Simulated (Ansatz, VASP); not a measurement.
**Sb2Mo: VASP beside Ansatz**

```
CELL_PARAMETERS angstrom
3.48011 0.00000 0.00000
-1.74005 3.01386 0.00000
0.00000 0.00000 6.47065
ATOMIC_POSITIONS crystal
Mo 0.00000 0.00000 0.00000
Sb 0.33333 0.66667 0.29130
Sb 0.66667 0.33333 0.70870
```

Alike in both runs: functional PBE; k mesh 12 × 12 × 7; occupations fermi-dirac, width 0.03 eV; no spin polarisation.

Ansatz relaxed the structure, and its values are those at the end. VASP's run is a single point on that final structure, the one shown.

```csv
,VASP,Ansatz
version,VASP 6.6.1,Ansatz 0.2.0
potentials or method,"VASP PAW PBE potentials, release 64 (Mo_sv, Sb)","PAW with Ansatz's default frozen-core files, scalar-relativistic"
plane-wave cutoff (eV),520,420
valence electrons in the cell,24,44
```

|  | VASP | Ansatz | Ansatz less VASP |
| --- | --- | --- | --- |
| pressure (GPa) | -0.1 | 0.0 | +0.12 |

With one functional, cell and mesh, what is left measures potentials, basis and numerics. VASP's potentials hold 24 valence electrons a cell and Ansatz's 44, so a difference there can come from the potentials and not from the codes.

Spin-orbit coupling is off throughout.
